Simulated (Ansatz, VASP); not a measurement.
## Hg: VASP beside Ansatz

```
Hg
1.0
     2.23398   -2.04586    0.00000
     2.23398    2.04586    0.00000
    -0.34874    0.00000    3.03980
Hg
1
Cartesian
  2.0596 0.0000 1.5199
```

Alike in both runs: task single point; functional PBE; k mesh 4 × 4 × 4; occupations gaussian, width 0.1 eV; no spin polarisation.

```csv
,VASP,Ansatz
version,VASP 6.6.1,Ansatz 0.2.0
potentials or method,"VASP PAW PBE potentials, release 64 (Hg), cutoff 500 eV","scalar-relativistic, plane waves, PAW"
valence electrons in the cell,12,20
```

```csv
,VASP,Ansatz,Ansatz less VASP
gap on the k mesh at the Fermi level (eV),none,none,-
pressure (GPa),1.0,0.8,-0.19
"traceless stress, the component that is largest in VASP (GPa)",0.57,0.59,+0.014
```

A gap of «none» marks a metal or a gap that the smearing closes. With one functional, cell and mesh, what is left measures potentials, basis and numerics. VASP's potentials hold 12 valence electrons a cell and Ansatz's 20, so a difference there can come from the potentials and not from the codes.

The k mesh is coarse, so the values compare programs but aren't converged. Neither program's run includes spin-orbit coupling.
